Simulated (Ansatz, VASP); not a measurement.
**Two plane-wave programs on PtSe2**

Contents of INCAR:

```
  PREC = Accurate
  ENCUT = 520
  EDIFF = 1E-6
  ISMEAR = -1
  SIGMA = 0.05
  LREAL = False
  LASPH = True
  NELM = 150
  ALGO = Normal
  ISIF = 2
  LWAVE = False
  LCHARG = False
  LMAXMIX = 4
  LDAU = True
  LDAUTYPE = 2
  LDAUL = 2 -1
  LDAUU = 5 0
  LDAUJ = 0 0
  LDAUPRINT = 1
  GGA = PS
  NBANDS = 18
```

The input KPOINTS:

```
Automatic mesh
0
Gamma
  8 8 5
```

Contents of POSCAR:

```
PtSe2
1.0
    3.7240000000      0.0000000000      0.0000000000
   -1.8620000000      3.2250786037      0.0000000000
    0.0000000000      0.0000000000      5.0620000000
Pt Se
1 2
Direct
    0.0000000000      0.0000000000      0.0000000000
    0.6666666667      0.3333333333      0.7500000000
    0.3333333333      0.6666666667      0.2500000000
```

The input input.yaml:

```yaml
crystal:
  lattice:
    - [3.724, 0.0, 0.0]
    - [-1.862, 3.2250786037, 0.0]
    - [0.0, 0.0, 5.062]
  atoms:
    - { symbol: Pt, position: [0.0, 0.0, 0.0] }
    - { symbol: Se, position: [0.6666666667, 0.3333333333, 0.75] }
    - { symbol: Se, position: [0.3333333333, 0.6666666667, 0.25] }
hamiltonian:
  xc: pbesol
  pseudopotentials: { kind: paw }
  hubbard: { sites: [{ species: Pt, l: d, u_eff: 5.0 }] }
kpoints:
  mp_grid: { grid: [8, 8, 5] }
scf:
  occupations: { method: fermi_dirac, width: 0.05 }
  n_extra_bands: 7
output:
  forces: true
  stress: true
  eigenvalues: true
  dos: { projected: true, de: 0.05, nscf_kmesh: { grid: [12, 12, 8] } }
```

Alike in both runs: functional PBEsol; k mesh 8 × 8 × 5; occupations fermi-dirac, width 0.05 eV; no spin polarisation; Hubbard terms Pt d U = 5.0 eV.

```csv
,VASP,Ansatz
version,VASP 6.6.1,Ansatz 0.2.0
potentials or method,"VASP PAW PBE potentials, release 64 (Pt, Se)",Ansatz PAW
plane-wave cutoff (eV),520,420
valence electrons in the cell,22,50
task,single point,projected density of states
```

Ansatz gave:

```
gap on the k mesh at the Fermi level (eV)                     : none
pressure (GPa)                                                : 2.5
traceless stress, the component that is largest in VASP (GPa) : -1.32
rms of the force components (eV/Å)                            : 0.224
```

Question: Which values does VASP return?

Answer: gap on the k mesh at the Fermi level (eV): none; pressure (GPa): -1.2; traceless stress, the component that is largest in VASP (GPa): 0.09; rms of the force components (eV/Å): 0.045.

VASP's potentials were made for PBE, not for PBEsol. The programs project onto different local orbitals, so the same U acts differently, and such runs can settle in different states. Atom by atom the forces differ by 0.179 eV/Å (rms over components). A gap of «none» marks a metal or a gap that the smearing closes. VASP's potentials hold 22 valence electrons a cell and Ansatz's 50, so a difference there can come from the potentials and not from the codes.

Spin-orbit coupling is off throughout.
